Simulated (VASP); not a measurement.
Si:

```
Si
1.0
     0.00000    2.70166    2.70166
     2.70166    0.00000    2.70166
     2.70166    2.70166    0.00000
Si
2
Direct
  0.50000 0.50000 0.50000
  0.75000 0.75000 0.75000
```

Base run:

| Item | Value |
| --- | --- |
| Program | VASP 6.6.1 |
| Functional | LDA |
| Potentials or basis | VASP PAW LDA potentials, release 64 (Si) |
| Cutoff | 520 eV |
| k mesh | 8 × 8 × 8 |
| Occupations | fermi-dirac, width 0.05 eV |
| Spin | no spin polarisation |

Its results: band gap on the k mesh 0.49 eV, indirect (least direct gap 2.53 eV); pressure 0.0 GPa.

Q: The run is repeated on the same cell with these changes: k mesh from 8 × 8 × 8 to 2 × 2 × 2. What comes out?

A: Band gap on the k mesh 0.38 eV, indirect (least direct gap 2.39 eV); pressure 7.7 GPa.

Caveats: some runs use coarse meshes.

A k mesh can miss the band edges.
